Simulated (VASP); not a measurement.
# ZnSnP2 (I-42d) in VASP: notebook, part 3 of 3

VASP 6.6.1. The steps go on from the part before.

### Step 5. Relaxation of cell and atoms, r2SCAN

This run uses another cell than the first one, of 23.24 Å³/atom.

Input file POSCAR:

```
ZnSnP2
1.0
   -2.8511251111      2.8511251111      5.7168577693
    2.8511251111     -2.8511251111      5.7168577693
    2.8511251111      2.8511251111     -5.7168577693
Zn Sn P
2 2 4
Direct
    0.7500000000      0.2500000000      0.5000000000
    0.0000000000      0.0000000000      0.0000000000
    0.2500000000      0.7500000000      0.5000000000
    0.5000000000      0.5000000000      0.0000000000
    0.3750000000      0.3527945230      0.4777945230
    0.6472054770      0.1250000000      0.0222054770
    0.1027945230      0.6250000000      0.9777945230
    0.8750000000      0.8972054770      0.5222054770
```

Input file INCAR.step1:

```
SYSTEM = ZnSnP2
  ALGO = Normal
  EDIFF = 1E-5
  EDIFFG = -0.005
  ENCUT = 550
  GGA = PE
  GGA_COMPAT = .FALSE.
  IBRION = 2
  ISIF = 3
  ISMEAR = -1
  KPAR = 4
  LASPH = .TRUE.
  LCHARG = .FALSE.
  LREAL = .FALSE.
  LWAVE = .TRUE.
  NELM = 120
  NELMIN = 4
  NSW = 100
  PREC = Accurate
  SIGMA = 0.02
```

Input file INCAR.step2:

```
SYSTEM = ZnSnP2
  ALGO = Normal
  EDIFF = 1E-7
  EDIFFG = -0.005
  ENCUT = 550
  GGA_COMPAT = .FALSE.
  IBRION = 2
  ISIF = 3
  ISMEAR = -1
  ISTART = 1
  KPAR = 4
  LASPH = .TRUE.
  LCHARG = .FALSE.
  LMIXTAU = .TRUE.
  LREAL = .FALSE.
  LWAVE = .FALSE.
  METAGGA = R2SCAN
  NELM = 120
  NELMIN = 4
  NSW = 80
  PREC = Accurate
  SIGMA = 0.02
```

Input file KPOINTS:

```
k-points
0
G
  6 6 6
  0 0 0
```

Potentials or basis: VASP PAW PBE potentials, release 64 (Zn, Sn_d, P).

Started as:

```
> cat potpaw_PBE.64/Zn/POTCAR potpaw_PBE.64/Sn_d/POTCAR potpaw_PBE.64/P/POTCAR > POTCAR
> cp INCAR.step1 INCAR
> mpirun -np 4 vasp_std > vasp.out
> cp INCAR.step2 INCAR
> mpirun -np 4 vasp_std > vasp.out
```

OUTCAR:

```text
SYSTEM = ZnSnP2
   EDIFF = 1E-7
   EDIFFG = -0.005
   ENCUT = 550
   IBRION = 2
   ISIF = 3
   ISMEAR = -1
   ISTART = 1
   LASPH = .TRUE.
   LREAL = .FALSE.
   METAGGA = R2SCAN
   NELM = 120
   NELMIN = 4
   NSW = 80
   PREC = Accurate

 ion  position               nearest neighbor table
   1  0.750  0.250  0.500-   5 2.40   6 2.40   7 2.40   8 2.40
   2  0.000  0.000  0.000-   5 2.40   6 2.40   7 2.40   8 2.40
   3  0.250  0.750  0.500-   6 2.55   5 2.55   8 2.55   7 2.55
   4  0.500  0.500  0.000-   8 2.55   6 2.55   7 2.55   5 2.55
   5  0.375  0.353  0.478-   1 2.40   2 2.40   4 2.55   3 2.55
   6  0.647  0.125  0.022-   1 2.40   2 2.40   4 2.55   3 2.55
   7  0.103  0.625  0.978-   1 2.40   2 2.40   3 2.55   4 2.55
   8  0.875  0.897  0.522-   1 2.40   2 2.40   3 2.55   4 2.55

  LATTYP: Found a body centered tetragonal cell.
 ALAT       =     5.7022502222
 C/A-ratio  =     2.0051234325

  Lattice vectors:

 A1 = (  -2.8511251111,   2.8511251111,   5.7168577693)
 A2 = (   2.8511251111,  -2.8511251111,   5.7168577693)
 A3 = (   2.8511251111,   2.8511251111,  -5.7168577693)

Analysis of symmetry for initial positions (statically):
=====================================================================
 Subroutine PRICEL returns:
 Original cell was already a primitive cell.

 Routine SETGRP: Setting up the symmetry group for a
 body centered tetragonal supercell.

 Subroutine GETGRP returns: Found  8 space group operations
 (whereof  4 operations were pure point group operations)
 out of a pool of 16 trial point group operations.
[... 164 lines left out ...]
 maximum number of plane-waves:      5480
 NGX is ok and might be reduce to    54
   NGX = 27   NGY = 27   NGZ = 27

--------------------------------------- Ionic step        1  -------------------------------------------

 number of electron      72.0000019 magnetization

 Free energy of the ion-electron system (eV)
  ---------------------------------------------------
  ext. energy  EPLUGINS =         0.00000000
  ---------------------------------------------------
  free energy    TOTEN  =      -105.34710008 eV

  energy without entropy =     -105.34710008  energy(sigma->0) =     -105.34710008

 E-fermi :   4.6683     XC(G=0): -10.0483

 val. band max:        4.2236609785   @ k =   0.0000   0.0000   0.0000
 cond. band min:       5.3127507345   @ k =   0.0000   0.0000   0.0000
 fundamental gap:      1.0890897561
 Fermi energy:         4.6682950982

 k-point     1 :       0.0000    0.0000    0.0000
  band No.  band energies     occupation
      1     -17.9670      2.00000
      2     -17.9670      2.00000
      3     -17.9667      2.00000
      4     -17.9474      2.00000
      5     -17.9362      2.00000
      6     -17.9362      2.00000
[... 1262 lines left out ...]
--------------------------------------- Ionic step        5  -------------------------------------------

 number of electron      72.0000017 magnetization

 Free energy of the ion-electron system (eV)
  ---------------------------------------------------
  ext. energy  EPLUGINS =         0.00000000
  ---------------------------------------------------
  free energy    TOTEN  =      -105.38462831 eV

  energy without entropy =     -105.38462831  energy(sigma->0) =     -105.38462831

 E-fermi :   4.9135     XC(G=0): -10.1857

 val. band max:        4.5204011308   @ k =   0.0000   0.0000   0.0000
 cond. band min:       5.7845024926   @ k =   0.0000   0.0000   0.0000
 fundamental gap:      1.2641013618
 Fermi energy:         4.9134787060

 k-point     1 :       0.0000    0.0000    0.0000
  band No.  band energies     occupation
      1     -17.7159      2.00000
      2     -17.7159      2.00000
      3     -17.7157      2.00000
      4     -17.6939      2.00000
      5     -17.6811      2.00000
      6     -17.6811      2.00000
[... 1130 lines left out ...]
  FREE ENERGIE OF THE ION-ELECTRON SYSTEM (eV)
  ---------------------------------------------------
  free  energy   TOTEN  =      -105.3846283119 eV

  energy  without entropy=     -105.3846283119  energy(sigma->0) =     -105.38462831

 reached required accuracy - stopping structural energy minimisation
```

OSZICAR.step1:

```text
N       E                     dE             d eps       ncg     rms          rms(c)
DAV:   1     0.675990594732E+03    0.67599E+03   -0.34629E+04  2596   0.217E+03
DAV:   2     0.717477488196E+02   -0.60424E+03   -0.59256E+03  2580   0.553E+02
DAV:   3    -0.286817519144E+02   -0.10043E+03   -0.98653E+02  2877   0.193E+02
DAV:   4    -0.343199640479E+02   -0.56382E+01   -0.56080E+01  3122   0.465E+01
[... 30 lines left out ...]
       N       E                     dE             d eps       ncg     rms          rms(c)
DAV:   1    -0.330583923549E+02   -0.21079E-03   -0.36996E-03  3192   0.777E-01    0.904E-02
DAV:   2    -0.330582447265E+02    0.14763E-03   -0.57328E-04  3146   0.408E-01    0.348E-02
DAV:   3    -0.330582185070E+02    0.26220E-04   -0.46334E-05  2242   0.711E-02    0.147E-02
DAV:   4    -0.330582110836E+02    0.74234E-05   -0.11957E-05  1615   0.305E-02
   5 F= -.33058211E+02 E0= -.33058211E+02  d E =-.809544E-06
```

Wall time 31 min (4 MPI ranks of Intel Xeon Platinum 8259CL at 2.50GHz (Skylake/Cascade Lake), shared host); peak memory 0.62 GiB.

Results:

```yaml
Free_energy: -105.3846 eV
Relaxed_volume: 22.57 Å³/atom
Relaxed_cell: a = 6.929 Å, b = 6.929 Å, c = 6.929 Å, α = 131.90°, β = 131.90°, γ = 70.39°
Space_group_after_relaxing_to_0.1_Å: I-42d (No. 122)
Energy_gained_by_relaxing: 4.7 meV/atom
Ionic_steps: 5
Pressure_after_relaxing: 0.0 GPa
Largest_force_after_relaxing: 0.005 eV/Å
Band_gap_on_the_k_mesh: 1.26 eV
```

Forces on the atoms (eV/Å):
```
Zn   0.000  0.000  0.000
Zn   0.000  0.000  0.000
Sn   0.000  0.000  0.000
Sn   0.000  0.000  0.000
P    0.005  0.000  0.000
P    0.000 -0.005  0.000
P    0.000  0.005  0.000
P   -0.005  0.000  0.000
```

Step by step:
| step | energy change (eV) | largest force (eV/Å) | pressure (GPa) | volume (Å³) |
| --- | --- | --- | --- | --- |
| 1 | 0.0000 | 0.1056 | -2.10 | 185.89 |
| 2 | -0.0274 | 0.0503 | 1.23 | 177.81 |
| 3 | -0.0375 | 0.0055 | 0.04 | 180.48 |
| 4 | -0.0375 | 0.0077 | -0.01 | 180.58 |
| 5 | -0.0375 | 0.0046 | -0.01 | 180.59 |

Final structure:
```cif
data_structure
_symmetry_space_group_name_H-M 'P 1'
_symmetry_Int_Tables_number 1
_cell_length_a 6.9286
_cell_length_b 6.9286
_cell_length_c 6.9286
_cell_angle_alpha 131.897
_cell_angle_beta 131.897
_cell_angle_gamma 70.392
_cell_volume 180.59
loop_
_atom_site_label
_atom_site_type_symbol
_atom_site_fract_x
_atom_site_fract_y
_atom_site_fract_z
_atom_site_occupancy
Zn1 Zn 0.75000 0.25000 0.50000 1
Zn2 Zn 0.00000 0.00000 0.00000 1
Sn1 Sn 0.25000 0.75000 0.50000 1
Sn2 Sn 0.50000 0.50000 0.00000 1
P1 P 0.37500 0.35343 0.47843 1
P2 P 0.64657 0.12500 0.02157 1
P3 P 0.10343 0.62500 0.97843 1
P4 P 0.87500 0.89657 0.52157 1
```

Levels at points of the mesh, in eV from the valence-band top:
| k point | band 32 | band 33 | band 34 | band 35 | band 36 | band 37 | band 38 | band 39 | band 40 | band 41 |
| --- | --- | --- | --- | --- | --- | --- | --- | --- | --- | --- |
| (0.00, 0.00, 0.00) | -2.59 | -2.59 | -0.01 | 0.00 | 0.00 | 1.26 | 1.65 | 1.90 | 3.65 | 3.65 |
| (0.50, 0.00, 0.00) | -2.48 | -2.32 | -1.94 | -1.51 | -1.00 | 2.80 | 2.94 | 3.07 | 4.04 | 4.15 |
| (0.50, 0.50, 0.00) | -1.61 | -1.12 | -1.12 | -0.83 | -0.83 | 1.46 | 1.46 | 3.22 | 3.22 | 4.57 |
| (0.50, 0.50, 0.50) | -2.68 | -1.75 | -1.75 | -1.42 | -1.42 | 1.63 | 1.63 | 1.64 | 1.64 | 2.57 |

Caveat: the PAW data sets were made with another functional, which shifts forces and pressure a little; spin-orbit coupling is left out, which moves the levels of the heavy elements.

### Step 6. Summary

```csv
task,level,potentials or basis,cell,cutoff (eV),gap on the mesh (eV),pressure (GPa),largest force (eV/Å)
single point,LDA,"VASP PAW LDA potentials, release 64 (Zn, Sn_d, P)","a = 6.841 Å, angles 131.9, 131.9, 70.3°, 8 atoms, atomic positions A",500,0.84,0.1,0.03
single point,PBEsol,"VASP PAW PBE potentials, release 64 (Zn, Sn_d, P)","a = 6.901 Å, angles 131.9, 131.9, 70.3°, 8 atoms, atomic positions A",500,0.81,0.1,0.02
single point,PBE,"VASP PAW PBE potentials, release 64 (Zn, Sn_d, P)","a = 6.996 Å, angles 131.9, 131.9, 70.4°, 8 atoms, atomic positions B",500,0.69,0.0,0.02
relaxation of cell and atoms,r2SCAN,"VASP PAW PBE potentials, release 64 (Zn, Sn_d, P)","relaxed from a = 6.996 Å, angles 131.9, 131.9, 70.4°, 8 atoms, atomic positions B",550,1.26,0.0,-
```

Alike in all rows: no spin polarisation; k mesh 6 × 6 × 6; smearing fermi-dirac 0.02 eV.

Caveats: spin-orbit coupling is left out, which moves the levels of the heavy elements; the PAW data sets were made with another functional, which shifts forces and pressure a little (at least some runs).

Total energies depend on the potentials used, so only differences within one code and one set of settings carry meaning.
